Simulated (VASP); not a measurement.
Write the native input for VASP 6.6.1 that does the following.

- Task: single point
- Functional: r2SCAN
- Potentials or basis: VASP PAW PBE potentials, release 64 (Hf_pv)
- Cutoff: 520 eV
- k mesh: 18 × 18 × 18
- Occupations: gaussian, width 0.15 eV
- Spin: no spin polarisation
- Dipole correction: no
- Further INCAR settings: ALGO = Normal; EDIFF = 1e-06; NBANDS = 11

The system is Hf.

```xyz
1
Lattice="-1.7509 1.8050 1.8050 1.7509 -1.8050 1.8050 1.7509 1.8050 -1.8050" Properties=species:S:1:pos:R:3 pbc="T T T"
Hf    0.0000    0.0000    0.0000
```

This cell differs from its parent crystal: strain -0.0300 x Voigt [1, 0, 0, 0, 0, 0].

One way to write it, as run:

POSCAR

```
Hf
1.0
   -1.7508500000      1.8050000000      1.8050000000
    1.7508500000     -1.8050000000      1.8050000000
    1.7508500000      1.8050000000     -1.8050000000
Hf
1
Direct
    0.0000000000      0.0000000000      0.0000000000
```

INCAR.step1

```
SYSTEM = Hf
PREC = Accurate ; ENCUT = 520
ISMEAR = 0 ; SIGMA = 0.15
LREAL = .FALSE. ; LASPH = .TRUE.
NELM = 80 ; NBANDS = 11
GGA = PE ; ALGO = Normal
EDIFF = 1E-4 ; LWAVE = .TRUE.
LCHARG = .FALSE.
```

INCAR.step2

```
SYSTEM = Hf
PREC = Accurate ; ENCUT = 520
EDIFF = 1E-6 ; ISMEAR = 0
SIGMA = 0.15 ; LREAL = .FALSE.
LASPH = .TRUE. ; NELM = 80
ALGO = Normal ; ISIF = 2
LWAVE = .FALSE. ; LCHARG = .FALSE.
METAGGA = R2SCAN ; LMIXTAU = .TRUE.
NBANDS = 11 ; ISTART = 1
```

KPOINTS

```
regular mesh
0
G
  18 18 18
  0 0 0
```

Potentials or basis: VASP PAW PBE potentials, release 64 (Hf_pv).

Run with:

```console
$ cat potpaw_PBE.64/Hf_pv/POTCAR > POTCAR
$ cp INCAR.step1 INCAR
$ mpirun -np 1 vasp_std > vasp.out
$ cp INCAR.step2 INCAR
$ mpirun -np 1 vasp_std > vasp.out
```

Results of the run:

```yaml
Pressure: -3.1 GPa
Band_gap_on_the_k_mesh: zero (bands 5 and 6 overlap by 2.34 eV)
```

Caveat: the cell differs from its parent crystal (strain -0.0300 x Voigt [1, 0, 0, 0, 0, 0]); the cell stands under tension; the PAW data sets were made with another functional, which shifts forces and pressure a little; spin-orbit coupling is left out, which moves the levels of the heavy elements.

It took 5.3 min on 1 thread of Intel Xeon 8259CL, with other jobs on the host, peak memory 0.25 GiB.
